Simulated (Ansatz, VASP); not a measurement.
# Co: VASP beside Ansatz

```
Co
1.0
     2.34715    0.00000    0.00000
    -1.17358    2.03269    0.00000
     0.00000    0.00000   23.80000
Co
1
Direct
  0.00000 0.00000 0.29412
```

Alike in both runs: functional LDA; k mesh 13 × 13 × 1; occupations fermi-dirac, width 0.05 eV; collinear spin.

|  | VASP | Ansatz |
| --- | --- | --- |
| version | VASP 6.6.1 | Ansatz 0.2.0 |
| potentials or method | VASP PAW LDA potentials, release 64 (Co), cutoff 520 eV | all-electron LAPW, scalar-relativistic |
| task | single point | work function |

```csv
,VASP,Ansatz,Ansatz less VASP
gap on the k mesh at the Fermi level (eV),none,none,-
net moment per atom (μB),1.68,1.70,+0.024
size of the moment on the site where the two differ most (μB),1.69,1.76,+0.067
```

LDA's correlation is that of Perdew and Zunger in VASP and of Perdew and Wang (1992) in Ansatz. Site moments also hang on the region over which each program counts them. A gap of «none» marks a metal or a gap that the smearing closes. Ansatz ran all-electron here, and VASP with PAW potentials.
